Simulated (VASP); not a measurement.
**Sc7As: relaxation of cell and atoms with PBE**

The system is Sc7As.

```
Sc As
1.0
     3.30000    0.00000    0.00000
    -1.65000    2.85788    0.00000
     0.00000    0.00000   18.70000
Sc As
7 1
Direct
  0.66667 0.33333 0.63900
  0.00000 0.00000 0.50000
  0.33333 0.66667 0.36100
  0.66667 0.33333 0.91700
  0.33333 0.66667 0.08300
  0.66667 0.33333 0.22200
  0.33333 0.66667 0.77800
  0.00000 0.00000 0.00000
```

```yaml
Program: VASP 6.6.1
Task: relaxation of cell and atoms
Functional: PBE
Potentials_or_basis: VASP PAW PBE potentials, release 64 (Sc_sv, As)
Cutoff: 600 eV
k_mesh: 6 × 6 × 1
Occupations: gaussian, width 0.2 eV
Spin: no spin polarisation
Dipole_correction: no
Further_INCAR_settings: ALGO = Fast; EDIFF = 1e-06; IBRION = 2; EDIFFG = -0.08; NSW = 36; ISIF = 3
```

```
Relaxed volume                        : 24.62 Å³/atom
Relaxed cell                          : a = 3.450 Å, b = 3.450 Å, c = 19.106 Å, α = 90.00°, β = 90.00°, γ = 120.00°
Space group after relaxing (to 0.1 Å) : P-3m1 (No. 164)
Energy gained by relaxing             : 109.5 meV/atom
Ionic steps                           : 12
Pressure after relaxing               : 0.0 GPa
Largest force after relaxing          : 0.079 eV/Å
Band gap on the k mesh                : zero (bands 41 and 42 overlap by 1.07 eV)
```

Forces on the atoms (eV/Å):
```
Sc   0.000  0.000 -0.079
Sc   0.000  0.000  0.000
Sc   0.000  0.000  0.079
Sc   0.000  0.000  0.050
Sc   0.000  0.000 -0.050
Sc   0.000  0.000  0.005
Sc   0.000  0.000 -0.005
As   0.000  0.000  0.000
```

Stress tensor (GPa, compression positive):
```
 0.11  0.00  0.00
 0.00  0.11  0.00
 0.00  0.00 -0.11
```

Step by step:
| step | energy change (eV) | largest force (eV/Å) | pressure (GPa) | volume (Å³) |
| --- | --- | --- | --- | --- |
| 1 | 0.0000 | 2.0136 | 10.03 | 176.36 |
| 2 | -0.6036 | 0.4590 | -3.91 | 213.97 |
| 3 | -0.7963 | 0.3815 | -0.24 | 200.16 |
| 4 | -0.7961 | 0.3816 | -0.09 | 199.67 |
| 5 | -0.8171 | 0.3361 | -0.02 | 199.18 |
| 6 | -0.8515 | 0.1702 | 0.20 | 197.67 |
| 7 | -0.8530 | 0.1314 | 0.27 | 197.24 |
| 8 | -0.8624 | 0.1429 | -0.36 | 198.82 |
| 9 | -0.8626 | 0.1440 | -0.45 | 199.03 |
| 10 | -0.8710 | 0.1317 | -0.11 | 197.60 |
| 11 | -0.8731 | 0.1221 | 0.16 | 196.50 |
| 12 | -0.8763 | 0.0792 | 0.04 | 196.95 |

Final structure:
```
Sc As
1.0
     3.45000    0.00000    0.00000
    -1.72500    2.98778    0.00000
     0.00000    0.00000   19.10634
Sc As
7 1
Direct
  0.66667 0.33333 0.63742
  0.00000 0.00000 0.50000
  0.33333 0.66667 0.36258
  0.66667 0.33333 0.90997
  0.33333 0.66667 0.09003
  0.66667 0.33333 0.23021
  0.33333 0.66667 0.76979
  0.00000 0.00000 0.00000
```

Levels at points of the mesh, in eV from the Fermi level:
| k point | band 38 | band 39 | band 40 | band 41 | band 42 | band 43 | band 44 | band 45 |
| --- | --- | --- | --- | --- | --- | --- | --- | --- |
| (0.00, 0.00, 0.00) | -0.19 | 0.32 | 0.60 | 0.75 | 1.12 | 1.28 | 1.28 | 1.29 |
| (0.50, 0.00, 0.00) | -0.92 | -0.45 | -0.30 | -0.24 | -0.23 | -0.09 | -0.04 | 0.73 |

It took 14 min on 1 thread of Intel(R) Xeon(R) 6975P-C (Granite Rapids) (shared host), peak memory 0.38 GiB.

Caveat: the k points lie up to 0.35 Å⁻¹ apart in the final cell, too coarse for converged energies and pressures of a metal; the relaxation stopped at a loose force limit of 0.08 eV/Å, so its end isn't a converged minimum.
